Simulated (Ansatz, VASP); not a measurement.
# One calculation of GaAs, two programs

The input INCAR:

```
ALGO     = Normal         # electronic algorithm
EDIFF    = 1E-6           # SCF threshold, eV
ENCUT    = 520            # plane-wave cutoff, eV
GGA      = PS             # functional
ISIF     = 2              # what is computed and relaxed
ISMEAR   = 0              # smearing method
LASPH    = True           # aspherical terms in the spheres
LCHARG   = True           # write CHGCAR
LELF     = True           # ELF
LREAL    = False          # projectors in reciprocal space
LVHAR    = True         
LWAVE    = False          # write WAVECAR
NBANDS   = 16             # bands
NELM     = 100            # most SCF steps
PREC     = Accurate       # precision mode
SIGMA    = 0.05           # smearing width, eV
```

Contents of KPOINTS:

```
k-points
0
Gamma
  10 10 10
```

POSCAR

```
GaAs
1.0
    0.0000000000      2.8268500000      2.8268500000
    2.8268500000      0.0000000000      2.8268500000
    2.8268500000      2.8268500000      0.0000000000
Ga As
1 1
Direct
    0.0000000000      0.0000000000      0.0000000000
    0.7500000000      0.7500000000      0.7500000000
```

Input for Ansatz:

```yaml
crystal:
  lattice:
    - [0.0, 2.82685, 2.82685]
    - [2.82685, 0.0, 2.82685]
    - [2.82685, 2.82685, 0.0]
  atoms:
    - { symbol: Ga, position: [0.0, 0.0, 0.0] }
    - { symbol: As, position: [0.75, 0.75, 0.75] }
basis:
  ecutwfc: 420
kpoints:
  mp_grid: { grid: [10, 10, 10] }
hamiltonian:
  xc: pbesol
scf:
  occupations: { method: gaussian, width: 0.05 }
output:
  forces: true
  stress: true
  eigenvalues: true
```

Alike in both runs: task single point; functional PBEsol; k mesh 10 × 10 × 10; occupations gaussian, width 0.05 eV; no spin polarisation.

|  | VASP | Ansatz |
| --- | --- | --- |
| version | VASP 6.6.1 | Ansatz 0.2.0 |
| potentials or method | VASP PAW PBE potentials, release 64 (Ga_d, As), cutoff 520 eV | scalar-relativistic, plane waves, PAW |
| valence electrons in the cell | 18 | 28 |

Ansatz gave:

| Quantity | Value |
| --- | --- |
| gap on the k mesh at the Fermi level (eV) | 0.44 |
| least direct gap on the mesh (eV) | 0.44 |
| pressure (GPa) | 0.2 |

Q: What did VASP give for the same quantities?

A: gap on the k mesh at the Fermi level (eV): 0.46; least direct gap on the mesh (eV): 0.46; pressure (GPa): 0.4.

VASP's potentials were made for PBE, not for PBEsol. VASP's potentials hold 18 valence electrons a cell and Ansatz's 28, so a difference there can come from the potentials and not from the codes.
